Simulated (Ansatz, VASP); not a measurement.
# Two plane-wave programs on MgS

POSCAR

```
MgS
1.0
    0.0000000000      2.6015177399      2.6015177399
    2.6015177399      0.0000000000      2.6015177399
    2.6015177399      2.6015177399      0.0000000000
Mg S
1 1
Direct
    0.0000000000      0.0000000000      0.0000000000
    0.5000000000      0.5000000000      0.5000000000
```

INCAR.step1

```
  PREC = Accurate
  ENCUT = 520
  EDIFF = 1E-5
  ISMEAR = 0
  SIGMA = 0.01
  LREAL = False
  LASPH = True
  NELM = 120
  ALGO = Normal
  ISIF = 2
  LWAVE = True
  LCHARG = False
  GGA = PE
  NBANDS = 11
  GGA_COMPAT = False
```

File INCAR.step2:

```
  PREC = Accurate
  ENCUT = 520
  EDIFF = 1E-6
  ISMEAR = 0
  SIGMA = 0.01
  LREAL = False
  LASPH = True
  NELM = 120
  ALGO = Normal
  ISIF = 2
  LWAVE = False
  LCHARG = False
  GGA = PE
  LHFCALC = True
  AEXX = 0.35
  HFSCREEN = 0.5
  PRECFOCK = Normal
  ISTART = 1
  NBANDS = 11
  GGA_COMPAT = False
```

Contents of KPOINTS:

```
Automatic mesh
0
Gamma
  4 4 4
```

Input for Ansatz:

```yaml
crystal:
  lattice:
    - [0.0, 2.6015177399, 2.6015177399]
    - [2.6015177399, 0.0, 2.6015177399]
    - [2.6015177399, 2.6015177399, 0.0]
  atoms:
    - { symbol: Mg, position: [0.0, 0.0, 0.0] }
    - { symbol: S, position: [0.5, 0.5, 0.5] }
kpoints:
  mp_grid: { grid: [4, 4, 4] }
hamiltonian:
  xc: { exchange: pbe, correlation: pbe, exx: { coeff: 0.35, omega: 0.5 } }
scf:
  occupations: { method: fixed }
  n_extra_bands: 4
output:
  forces: true
  stress: true
  eigenvalues: true
```

Alike in both runs: task single point; functional PBE-based screened hybrid; k mesh 4 × 4 × 4; no spin polarisation.

|  | VASP | Ansatz |
| --- | --- | --- |
| version | VASP 6.6.1 | Ansatz 0.2.0 |
| potentials or method | VASP PAW PBE potentials, release 64 (Mg, S) | plane waves |
| plane-wave cutoff (eV) | 520 | 420 |
| occupations | gaussian, width 0.01 eV | fixed |
| valence electrons in the cell | 8 | 16 |

```tsv
	VASP	Ansatz	Ansatz less VASP
gap on the k mesh at the Fermi level (eV)	3.41	3.47	+0.067
pressure (GPa)	-0.3	0.0	+0.30
```

VASP's potentials were made for PBE, not for PBE-based screened hybrid. VASP's potentials hold 8 valence electrons a cell and Ansatz's 16, so a difference there can come from the potentials and not from the codes. Ansatz's warnings: stress exchange threshold loose, stress scf threshold loose.

The k mesh is coarse, so the values compare programs but aren't converged.
